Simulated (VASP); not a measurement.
The system is Ga8Sb3P5.

```
Ga Sb P
1.0
    -0.01140    5.70371    5.70371
     5.69231    0.00000    5.69231
     5.69231    5.69231    0.00000
Ga Sb P
8 3 5
Direct
  0.97348 0.00884 0.00884
  0.98555 0.98511 0.51467
  0.98555 0.51467 0.98511
  0.98555 0.51467 0.51467
  0.52034 0.99224 0.99224
  0.52034 0.99224 0.49518
  0.52034 0.49518 0.99224
  0.50393 0.49869 0.49869
  0.12593 0.12485 0.12485
  0.12593 0.12485 0.62437
  0.12593 0.62437 0.12485
  0.12531 0.62490 0.62490
  0.62141 0.12620 0.12620
  0.62681 0.12295 0.62512
  0.62681 0.62512 0.12295
  0.62681 0.62512 0.62512
```

Base run:

```yaml
Program: VASP 6.6.1
Functional: r2SCAN
Potentials_or_basis: VASP PAW PBE potentials, release 64 (Ga_d, Sb, P)
Cutoff: 520 eV
k_mesh: 6 × 6 × 5
Occupations: gaussian, width 0.03 eV
Spin: no spin polarisation
```

Its results: pressure 0.6 GPa; largest force 0.039 eV/Å.

Question: The run is repeated on the same cell with these changes: functional from r2SCAN to PBEsol. What comes out?

Answer: Pressure 0.0 GPa; largest force 0.005 eV/Å.

Caveats: the PAW data sets were made with another functional, which shifts forces and pressure a little.
